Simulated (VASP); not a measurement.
Runs of VASP 6.6.1 on ZnSe (zincblende type). The structure is that of space group F-43m (No. 216), or close to it. The cells are those of the table. 

| task | cell | k mesh for the DOS | occupations for the DOS | gap on the mesh (eV) | pressure (GPa) |
| --- | --- | --- | --- | --- | --- |
| single point | a = 3.570 Å, angles 60.0°, 2 atoms | - | - | 1.87 | (a) |
| single point | a = 3.264 Å, angles 60.0°, 2 atoms | - | - | 0.81 | 153.4 |
| single point | a = 3.984 Å, angles 60.0°, 2 atoms | - | - | (c) | 0.3 |
| single point | a = 3.817 Å, angles 60.0°, 2 atoms | - | - | 1.78 | 11.6 |
| single point | a = 3.433 Å, angles 60.0°, 2 atoms | - | - | 1.44 | (b) |

Alike in all rows: level PBEsol; potentials or basis VASP PAW PBE potentials, release 64 (Zn, Se); no spin polarisation; k mesh 11 × 11 × 11; cutoff (eV) 520; smearing fermi-dirac 0.08 eV.

Problem. Estimate the missing entries.

Solution. (a) 45.9; (b) 81.4; (c) 1.24.

Caveats: the PAW data sets were made with another functional, which shifts forces and pressure a little.

A k mesh can miss the band edges, and the runs leave out spin-orbit coupling on Se.
